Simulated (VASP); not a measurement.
# LiSc: relaxation of cell and atoms with LDA

The system is LiSc.

```xyz
2
Lattice="3.5950 0.0000 0.0000 0.0000 3.5950 0.0000 0.0000 0.0000 3.5950" Properties=species:S:1:pos:R:3 pbc="T T T"
Sc    0.0000    0.0000    0.0000
Li    1.7975    1.7975    1.7975
```

* Program: VASP 6.6.1
* Task: relaxation of cell and atoms
* Functional: LDA
* Potentials or basis: VASP PAW LDA potentials, release 64 (Sc_sv, Li_sv)
* Cutoff: 600 eV
* k mesh: 6 × 6 × 6
* Occupations: fermi-dirac, width 0.05 eV
* Spin: no spin polarisation
* Dipole correction: no
* Further INCAR settings: ALGO = Normal; EDIFF = 1e-06; IBRION = 2; EDIFFG = -0.03; NSW = 80; ISIF = 3

```json
{"Relaxed volume": "19.52 Å³/atom", "Relaxed cell": "a = 3.392 Å, b = 3.392 Å, c = 3.392 Å, α = 90.00°, β = 90.00°, γ = 90.00°", "Space group after relaxing (to 0.05 Å)": "Pm-3m (No. 221)", "Energy gained by relaxing": "68.0 meV/atom", "Ionic steps": "4", "Pressure after relaxing": "0.0 GPa", "Band gap on the k mesh": "zero (band 7 reaches 2.93 eV, above the bottom of band 8 at 1.94 eV)"}
```

The path:
| step | energy change (eV) | largest force (eV/Å) | pressure (GPa) | volume (Å³) |
| --- | --- | --- | --- | --- |
| 1 | 0.0000 | 0.0000 | -5.14 | 46.46 |
| 2 | -0.1164 | 0.0000 | -2.32 | 41.63 |
| 3 | -0.1358 | 0.0000 | -0.26 | 39.31 |
| 4 | -0.1360 | 0.0000 | 0.01 | 39.04 |

Final structure:
```yaml
crystal:
  lattice:
    - [3.39228, 0.00000, 0.00000]
    - [0.00000, 3.39228, 0.00000]
    - [0.00000, 0.00000, 3.39228]
  atoms:
    - { symbol: Sc, position: [0.00000, 0.00000, 0.00000] }
    - { symbol: Li, position: [0.50000, 0.50000, 0.50000] }
```

Levels at points of the mesh, in eV from the Fermi level:
```tsv
k point	band 5	band 6	band 7	band 8	band 9	band 10
(0.00, 0.00, 0.00)	-28.02	-4.59	-0.03	-0.03	2.76	2.76
(0.50, 0.00, 0.00)	-28.00	-2.65	-0.89	0.46	1.50	1.50
(0.50, 0.50, 0.00)	-27.99	-0.91	0.02	0.56	0.56	1.94
(0.50, 0.50, 0.50)	-28.13	-0.80	-0.80	-0.80	3.49	3.49
```

It took 37 s on 1 thread of Intel(R) Xeon(R) Platinum 8259CL CPU @ 2.50GHz (Skylake/Cascade Lake) (shared host), peak memory 0.16 GiB.

Caveat: the cutoff is under 1.25 times the usual one of these potentials, so pressure, stress and relaxed cells hold a basis-set (Pulay) error; the volume moved by over 15 % at a fixed basis, so the end points are rough.
